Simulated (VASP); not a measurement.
## Ta2N: relaxation of shape and atoms at fixed volume with LDA

Crystal: Ta2N.

```xyz
3
Lattice="3.0922 0.0000 0.0000 -1.5461 2.6779 0.0000 0.0000 0.0000 4.8347" Properties=species:S:1:pos:R:3 pbc="T T T"
Ta    1.5461    0.8926    3.6100
Ta    0.0000    1.7853    1.2247
N     0.0000    0.0000    0.0000
```

- Program: VASP 6.6.1
- Task: relaxation of shape and atoms at fixed volume
- Functional: LDA
- Potentials or basis: VASP PAW LDA potentials, release 64 (Ta_pv, N)
- Cutoff: 600 eV
- k mesh: 15 × 15 × 10
- Occupations: gaussian, width 0.1 eV
- Spin: no spin polarisation
- Dipole correction: no
- Further INCAR settings: ALGO = Fast; EDIFF = 1e-06; IBRION = 2; EDIFFG = -0.01; NSW = 50; ISIF = 4

* Energy gained by relaxing: 0.4 meV/atom
* Ionic steps: 4
* Pressure after relaxing: -7.0 GPa
* Band gap on the k mesh: zero (an odd number of electrons rules out a gap without spin polarisation)

Forces on the atoms (eV/Å):
```
Ta   0.000  0.000  0.002
Ta   0.000  0.000 -0.002
N    0.000  0.000  0.000
```

Stress tensor (GPa, compression positive):
```
-6.92  0.00  0.00
 0.00 -6.92  0.00
 0.00  0.00 -7.05
```

The path:
| step | energy change (eV) | largest force (eV/Å) | pressure (GPa) | volume (Å³) |
| --- | --- | --- | --- | --- |
| 1 | 0.0000 | 0.1552 | -7.41 | 40.03 |
| 2 | -0.0011 | 0.0128 | -6.99 | 40.03 |
| 3 | -0.0011 | 0.0037 | -7.01 | 40.03 |
| 4 | -0.0013 | 0.0021 | -6.97 | 40.03 |

Final structure:
```
CELL_PARAMETERS angstrom
3.09606 0.00000 0.00000
-1.54803 2.68126 0.00000
0.00000 0.00000 4.82268
ATOMIC_POSITIONS crystal
Ta 0.66667 0.33333 0.74833
Ta 0.33333 0.66667 0.25167
N 0.00000 0.00000 0.00000
```

Levels at points of the mesh, in eV from the Fermi level:
```
           k point  band 9  band 10  band 11  band 12  band 13  band 14  band 15  band 16  band 17
(0.00, 0.00, 0.00)   -6.26    -6.26    -4.72    -0.64    -0.28    -0.28     0.23     0.23     0.42
(0.00, 0.00, 0.50)   -6.43    -6.43    -2.70    -2.59    -1.19    -1.19     1.87     2.09     2.27
```

Wall time 6.6 min on 1 thread of Oxide Virtual Turin-like Processor, on a shared host, peak memory 0.28 GiB.

Caveat: spin-orbit coupling is left out, which moves the levels of the heavy elements.
